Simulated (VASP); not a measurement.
# AlN (P6_3mc) in VASP: a series of runs, part 2 of 3

VASP 6.6.1. The steps go on from the part before.

### Step 4. Single point, PBE (strain +0.000 along x and y, +0.080 along z)

Contents of INCAR:

```
PREC = Accurate
ENCUT = 520
EDIFF = 1E-6
ISMEAR = 0
SIGMA = 0.05
LREAL = F
LASPH = T
NELM = 80
ALGO = Normal
ISIF = 2
LWAVE = F
LCHARG = F
GGA = PE
NBANDS = 16
```

Contents of KPOINTS:

```
Automatic mesh
0
Gamma
  12 12 6
```

Contents of POSCAR:

```
AlN
1.0
    3.1302395627      0.0000000000      0.0000000000
   -1.5651197814      2.7108669813      0.0000000000
    0.0000000000      0.0000000000      5.4194180270
Al N
2 2
Direct
    0.3333333333      0.6666666667      0.0017287175
    0.6666666667      0.3333333333      0.5017287175
    0.3333333333      0.6666666667      0.3832712825
    0.6666666667      0.3333333333      0.8832712825
```

Potentials or basis: VASP PAW PBE potentials, release 64 (Al, N).

On the command line:

```
$ cat potpaw_PBE.64/Al/POTCAR potpaw_PBE.64/N/POTCAR > POTCAR
$ mpirun -np 1 vasp_std > vasp.out
```

OUTCAR:

```text
PREC = Accurate
   ENCUT = 520
   EDIFF = 1E-6
   ISMEAR = 0
   LREAL = F
   LASPH = T
   NELM = 80
   ISIF = 2
   GGA = PE

 ion  position               nearest neighbor table
   1  0.333  0.667  0.002-   4 1.92   4 1.92   4 1.92   3 2.07   2 3.26   2 3.26   2 3.26   2 3.26
                             2 3.26   2 3.26
   2  0.667  0.333  0.502-   3 1.92   3 1.92   3 1.92   4 2.07   1 3.26   1 3.26   1 3.26   1 3.26
                             1 3.26   1 3.26
   3  0.333  0.667  0.383-   2 1.92   2 1.92   2 1.92   1 2.07
   4  0.667  0.333  0.883-   1 1.92   1 1.92   1 1.92   2 2.07
[... 661 lines left out ...]
  --------------------------------------------------------------------------------------
  -------------------------------------------------------------------------------------
  Total       -1.1792004     -1.1792004     -7.4050964      0.0000000      0.0000000     -0.0000000
  in kB      -41.0827729    -41.0827729   -257.9899950      0.0000000      0.0000000     -0.0000000
  external PRESSURE =    -113.3851802 kB  Pullay stress =       0.0000000 kB

 VOLUME and BASIS-vectors are now :
 -----------------------------------------------------------------------------
  energy-cutoff  :      520.00
  volume of cell :       45.99
      direct lattice vectors                 reciprocal lattice vectors
     3.130239563  0.000000000  0.000000000     0.319464367  0.184442838  0.000000000
    -1.565119781  2.710866981  0.000000000     0.000000000  0.368885676  0.000000000
     0.000000000  0.000000000  5.419418027     0.000000000  0.000000000  0.184521658

 POSITION                                       TOTAL-FORCE (eV/Angst)
 -----------------------------------------------------------------------------------
     -0.00000      1.80724      0.00937        -0.000000      0.000000      0.301819
      1.56512      0.90362      2.71908         0.000000      0.000000      0.301819
     -0.00000      1.80724      2.07711        -0.000000      0.000000     -0.301819
      1.56512      0.90362      4.78682         0.000000      0.000000     -0.301819
 -----------------------------------------------------------------------------------
    total drift:                               -0.000000      0.000000     -0.000155

  FREE ENERGIE OF THE ION-ELECTRON SYSTEM (eV)
  ---------------------------------------------------
  free  energy   TOTEN  =       -29.4765875938 eV

  energy  without entropy=      -29.4765875938  energy(sigma->0) =      -29.47658759
```

OSZICAR:

```text
N       E                     dE             d eps       ncg     rms          rms(c)
DAV:   1     0.400081318085E+02    0.40008E+02   -0.71591E+03  2432   0.887E+02
DAV:   2    -0.303759441927E+02   -0.70384E+02   -0.65119E+02  3408   0.179E+02
DAV:   3    -0.339660352608E+02   -0.35901E+01   -0.35800E+01  3008   0.425E+01
DAV:   4    -0.339907901565E+02   -0.24755E-01   -0.24752E-01  3096   0.397E+00
DAV:   5    -0.339911394757E+02   -0.34932E-03   -0.34931E-03  3128   0.476E-01    0.117E+01
DAV:   6    -0.294673298211E+02    0.45238E+01   -0.11286E+01  2944   0.234E+01    0.404E+00
DAV:   7    -0.294922274386E+02   -0.24898E-01   -0.57742E-01  2544   0.540E+00    0.283E+00
DAV:   8    -0.294811809478E+02    0.11046E-01   -0.76058E-02  2904   0.246E+00    0.635E-01
DAV:   9    -0.294760034339E+02    0.51775E-02   -0.12933E-02  3080   0.825E-01    0.266E-01
DAV:  10    -0.294766670432E+02   -0.66361E-03   -0.24014E-03  2704   0.311E-01    0.136E-01
DAV:  11    -0.294765821840E+02    0.84859E-04   -0.23370E-04  2896   0.119E-01    0.259E-02
DAV:  12    -0.294765881475E+02   -0.59635E-05   -0.13133E-05  2896   0.282E-02    0.103E-02
DAV:  13    -0.294765875938E+02    0.55373E-06   -0.31730E-06  3032   0.140E-02
   1 F= -.29476588E+02 E0= -.29476588E+02  d E =-.699169E-15
```

It took 62 s on 1 thread of Intel Xeon 8259CL, shared host; peak memory 0.18 GiB.

Results:

- Free energy: -29.4766 eV
- Pressure: -11.3 GPa
- Largest force: 0.302 eV/Å
- Band gap on the k mesh: 3.30 eV

Forces in eV/Å, atoms in the order of the input:
```
Al   0.000  0.000  0.302
Al   0.000  0.000  0.302
N    0.000  0.000 -0.302
N    0.000  0.000 -0.302
```

Caveat: the cell differs from its parent crystal (strain +0.000 along x and y, +0.080 along z); the cell stands under tension. A k mesh can miss the band edges.

### Step 5. Single point, PBE (strain +0.040 along x and y, +0.000 along z)

Contents of INCAR:

```
ALGO = Normal
EDIFF = 1E-7
ENCUT = 520
GGA = PE
ISIF = 2
ISMEAR = 0
LASPH = True
LCHARG = False
LREAL = False
LWAVE = False
NBANDS = 16
NELM = 60
PREC = Accurate
SIGMA = 0.05
```

Contents of KPOINTS:

```
k-points
0
Gamma
  12 12 6
```

Contents of POSCAR:

```
AlN
1.0
    3.2554491453      0.0000000000      0.0000000000
   -1.6277245727      2.8193016605      0.0000000000
    0.0000000000      0.0000000000      5.0179796546
Al N
2 2
Direct
    0.3333333333      0.6666666667      0.0017287175
    0.6666666667      0.3333333333      0.5017287175
    0.3333333333      0.6666666667      0.3832712825
    0.6666666667      0.3333333333      0.8832712825
```

Potentials or basis: VASP PAW PBE potentials, release 64 (Al, N).

On the command line:

```
$ cat potpaw_PBE.64/Al/POTCAR potpaw_PBE.64/N/POTCAR > POTCAR
$ mpirun -np 1 vasp_std > vasp.out
```

OUTCAR:

```text
EDIFF = 1E-7
   ENCUT = 520
   GGA = PE
   ISIF = 2
   ISMEAR = 0
   LASPH = True
   LREAL = False
   NELM = 60
   PREC = Accurate

 ion  position               nearest neighbor table
   1  0.333  0.667  0.002-   3 1.91   4 1.97   4 1.97   4 1.97   2 3.13   2 3.13   2 3.13   2 3.13
                             2 3.13   2 3.13
   2  0.667  0.333  0.502-   4 1.91   3 1.97   3 1.97   3 1.97   1 3.13   1 3.13   1 3.13   1 3.13
                             1 3.13   1 3.13
   3  0.333  0.667  0.383-   1 1.91   2 1.97   2 1.97   2 1.97
   4  0.667  0.333  0.883-   2 1.91   1 1.97   1 1.97   1 1.97

  LATTYP: Found a hexagonal cell.
 ALAT       =     3.2554491453
 C/A-ratio  =     1.5414093204

  Lattice vectors:

 A1 = (   3.2554491453,   0.0000000000,   0.0000000000)
 A2 = (  -1.6277245727,   2.8193016605,   0.0000000000)
 A3 = (   0.0000000000,   0.0000000000,   5.0179796546)

Analysis of symmetry for initial positions (statically):
=====================================================================
 Subroutine PRICEL returns:
 Original cell was already a primitive cell.

 Routine SETGRP: Setting up the symmetry group for a
 hexagonal supercell.

 Subroutine GETGRP returns: Found 12 space group operations
 (whereof  6 operations were pure point group operations)
 out of a pool of 24 trial point group operations.

The static configuration has the point symmetry C_3v.
 The point group associated with its full space group is C_6v.

Analysis of symmetry for dynamics (positions and initial velocities):
=====================================================================
 Subroutine PRICEL returns:
 Original cell was already a primitive cell.

 Routine SETGRP: Setting up the symmetry group for a
 hexagonal supercell.

[... 125 lines left out ...]
   EFERMI_NEDOS =   21; number of points for ismear=-14 and -15
   IALGO  =     38    algorithm
   IMIX   =      4    mixing-type and parameters
     AMIX     =   0.40;   BMIX     =  1.00
     AMIX_MAG =   1.60;   BMIX_MAG =  1.00
  volume/ion in A,a.u.               =      11.51        77.70
  Fermi-wavevector in a.u.,A,eV,Ry     =   1.150856  2.174803 18.020506  1.324470
  Thomas-Fermi vector in A             =   2.287517
   LORBIT       =      0    0 simple, 1 ext, 2 COOP (PROOUT), +10 PAW based schemes
   GGA     = PE    functional components
   LHFCALC =     F    Hartree Fock is set to
   AEXX    =    0.0000 exact exchange contribution
   IVDW    =     0    specifies the selected vdW correction
   LEPSILON=     F    determine dielectric tensor
   LRPA    =     F    only Hartree local field effects (RPA)
 non-spin polarized calculation
 Gauss-broadening in eV      SIGMA  =   0.05
  energy-cutoff  :      520.00
  volume of cell :       46.06
 maximum number of plane-waves:      1260
   NGX = 13   NGY = 13   NGZ = 19

 number of electron      16.0000001 magnetization

 Free energy of the ion-electron system (eV)
  ---------------------------------------------------
  ext. energy  EPLUGINS =         0.00000000
  ---------------------------------------------------
  free energy    TOTEN  =       -29.57395387 eV

  energy without entropy =      -29.57395387  energy(sigma->0) =      -29.57395387

 E-fermi :   5.5960     XC(G=0): -10.4901

 val. band max:        5.3396092353   @ k =   0.0000   0.0000   0.0000
 cond. band min:       8.6320109588   @ k =   0.0000   0.0000   0.0000
 fundamental gap:      3.2924017236
 Fermi energy:         5.5960340555

 k-point     1 :       0.0000    0.0000    0.0000
  band No.  band energies     occupation
      1      -9.3760      2.00000
      2      -7.3725      2.00000
      3      -0.2236      2.00000
      4       4.3003      2.00000
      5       4.3003      2.00000
      6       5.0325      2.00000
[... 433 lines left out ...]
      3       0.6169      2.00000
      4       1.5657      2.00000
      5       2.1866      2.00000
      6       3.4664      2.00000
[... 8 lines left out ...]
     15      16.8409      0.00000
     16      18.3754      0.00000

 [... further k-points ...]

------------------------ aborting loop because EDIFF is reached ----------------------------------------

  FORCE on cell =-STRESS in cart. coord.  units (eV):
  Direction    XX          YY          ZZ          XY          YZ          ZX
  --------------------------------------------------------------------------------------
  -------------------------------------------------------------------------------------
  Total       -5.0380736     -5.0380736     -1.2999199      0.0000000      0.0000000      0.0000000
  in kB     -175.2644097   -175.2644097    -45.2215897      0.0000000      0.0000000      0.0000000
  external PRESSURE =    -131.9168030 kB  Pullay stress =       0.0000000 kB

 VOLUME and BASIS-vectors are now :
 -----------------------------------------------------------------------------
  energy-cutoff  :      520.00
  volume of cell :       46.06
      direct lattice vectors                 reciprocal lattice vectors
     3.255449145  0.000000000  0.000000000     0.307177276  0.177348883  0.000000000
    -1.627724573  2.819301660  0.000000000     0.000000000  0.354697766  0.000000000
     0.000000000  0.000000000  5.017979655     0.000000000  0.000000000  0.199283391

 POSITION                                       TOTAL-FORCE (eV/Angst)
 -----------------------------------------------------------------------------------
     -0.00000      1.87953      0.00867         0.000000     -0.000000     -0.292917
      1.62772      0.93977      2.51766        -0.000000      0.000000     -0.292917
     -0.00000      1.87953      1.92325         0.000000      0.000000      0.292917
      1.62772      0.93977      4.43224        -0.000000     -0.000000      0.292917
 -----------------------------------------------------------------------------------
    total drift:                               -0.000000      0.000000     -0.000242

  FREE ENERGIE OF THE ION-ELECTRON SYSTEM (eV)
  ---------------------------------------------------
  free  energy   TOTEN  =       -29.5739538680 eV

  energy  without entropy=      -29.5739538680  energy(sigma->0) =      -29.57395387
```

OSZICAR:

```text
N       E                     dE             d eps       ncg     rms          rms(c)
DAV:   1     0.415759218405E+02    0.41576E+02   -0.70190E+03  2432   0.874E+02
DAV:   2    -0.301863910551E+02   -0.71762E+02   -0.65639E+02  3440   0.184E+02
DAV:   3    -0.339820269012E+02   -0.37956E+01   -0.37836E+01  3024   0.434E+01
DAV:   4    -0.340071418475E+02   -0.25115E-01   -0.25113E-01  3032   0.403E+00
DAV:   5    -0.340074889178E+02   -0.34707E-03   -0.34707E-03  3072   0.477E-01    0.116E+01
DAV:   6    -0.295585537028E+02    0.44489E+01   -0.10708E+01  2968   0.232E+01    0.397E+00
DAV:   7    -0.295871703124E+02   -0.28617E-01   -0.58677E-01  2512   0.547E+00    0.281E+00
DAV:   8    -0.295797362529E+02    0.74341E-02   -0.75551E-02  2728   0.253E+00    0.753E-01
DAV:   9    -0.295733484237E+02    0.63878E-02   -0.13839E-02  3136   0.888E-01    0.277E-01
DAV:  10    -0.295740649141E+02   -0.71649E-03   -0.29201E-03  2624   0.341E-01    0.158E-01
DAV:  11    -0.295739484028E+02    0.11651E-03   -0.24658E-04  2880   0.122E-01    0.362E-02
DAV:  12    -0.295739539054E+02   -0.55025E-05   -0.15485E-05  2728   0.311E-02    0.111E-02
DAV:  13    -0.295739537754E+02    0.12993E-06   -0.55910E-06  2760   0.181E-02    0.245E-03
DAV:  14    -0.295739538680E+02   -0.92571E-07   -0.35237E-07  2952   0.484E-03
   1 F= -.29573954E+02 E0= -.29573954E+02  d E =-.123482E-15
```

stdout:

```text
POSCAR found type information on POSCAR AlN
 POSCAR found :  2 types and       4 ions
 scaLAPACK will be used
 LDA part: xc-table for (Slater+PW92), standard interpolation
 POSCAR, INCAR and KPOINTS ok, starting setup
 FFT: planning ... GRIDC
 FFT: planning ... GRID_SOFT
 FFT: planning ... GRID
 WAVECAR not read
 entering main loop
```

Run time: 68 s. Hardware: 1 thread of Intel Xeon 8259CL, shared host; peak memory 0.18 GiB.

What came out:

```yaml
Free_energy: -29.5740 eV
Pressure: -13.2 GPa
Largest_force: 0.293 eV/Å
Band_gap_on_the_k_mesh: 3.29 eV
```

Forces in eV/Å, atoms in the order of the input:
```
Al   0.000  0.000 -0.293
Al   0.000  0.000 -0.293
N    0.000  0.000  0.293
N    0.000  0.000  0.293
```

Stress tensor (GPa, compression positive):
```
-17.53   0.00   0.00
  0.00 -17.53   0.00
  0.00   0.00  -4.52
```

Levels at points of the mesh, in eV from the valence-band top:
| k point | band 5 | band 6 | band 7 | band 8 | band 9 | band 10 | band 11 | band 12 |
| --- | --- | --- | --- | --- | --- | --- | --- | --- |
| (0.00, 0.00, 0.00) | -1.04 | -0.31 | -0.31 | 0.00 | 3.29 | 5.41 | 9.94 | 10.04 |
| (0.50, 0.00, 0.00) | -3.23 | -2.18 | -1.73 | -0.71 | 5.20 | 5.71 | 7.27 | 9.49 |
| (0.00, 0.00, 0.50) | -0.68 | -0.68 | -0.68 | -0.68 | 5.42 | 5.42 | 9.62 | 9.62 |
| (0.50, 0.00, 0.50) | -1.53 | -1.53 | -1.27 | -1.27 | 4.97 | 4.97 | 8.65 | 8.65 |

Caveat: the cell differs from its parent crystal (strain +0.040 along x and y, +0.000 along z); the cell stands under tension. A k mesh can miss the band edges.

(Continued in part 3 of 3.)
